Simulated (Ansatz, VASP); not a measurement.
# SrCl2 in VASP and in Ansatz

INCAR

```
SYSTEM = SrCl2
ALGO = Normal ; EDIFF = 1E-7
ENCUT = 520 ; GGA = PS
ISIF = 2 ; ISMEAR = -1
LASPH = .True. ; LCHARG = .False.
LREAL = .False. ; LWAVE = .False.
NBANDS = 19 ; NELM = 100
PREC = Accurate ; SIGMA = 0.05
```

KPOINTS

```
k-points
0
Gamma
  7 7 7
  0 0 0
```

POSCAR

```
SrCl2
1.0
    0.0000000000      3.5342546063      3.5342546063
    3.5342546063      0.0000000000      3.5342546063
    3.5342546063      3.5342546063      0.0000000000
Sr Cl
1 2
Direct
    0.0000000000      0.0000000000      0.0000000000
    0.7500000000      0.7500000000      0.7500000000
    0.2500000000      0.2500000000      0.2500000000
```

input.yaml

```yaml
crystal:
  lattice:
    - [0.0, 3.5342546063, 3.5342546063]
    - [3.5342546063, 0.0, 3.5342546063]
    - [3.5342546063, 3.5342546063, 0.0]
  atoms:
    - { symbol: Sr, position: [0.0, 0.0, 0.0] }
    - { symbol: Cl, position: [0.75, 0.75, 0.75] }
    - { symbol: Cl, position: [0.25, 0.25, 0.25] }
kpoints:
  mp_grid: { grid: [7, 7, 7] }
scf:
  occupations: { method: fermi_dirac, width: 0.05 }
hamiltonian:
  xc: pbesol
  pseudopotentials: { kind: all_electron, lapw: { basis_error: 0.001 } }
output:
  forces: true
  stress: true
  eigenvalues: true
```

Change from the starting cell: volume scaled by 1.04.

Alike in both runs: task single point; functional PBEsol; k mesh 7 × 7 × 7; occupations fermi-dirac, width 0.05 eV; no spin polarisation.

|  | VASP | Ansatz |
| --- | --- | --- |
| version | VASP 6.6.1 | Ansatz 0.2.0 |
| potentials or method | VASP PAW PBE potentials, release 64 (Sr_sv, Cl), cutoff 520 eV | all-electron LAPW, scalar-relativistic |

```csv
,VASP,Ansatz,Ansatz less VASP
gap on the k mesh at the Fermi level (eV),5.03,5.03,+0.008
least direct gap on the mesh (eV),5.32,5.33,+0.005
pressure (GPa),-2.1,-2.2,-0.10
```

VASP's potentials were made for PBE, not for PBEsol. Ansatz ran all-electron here, and VASP with PAW potentials.
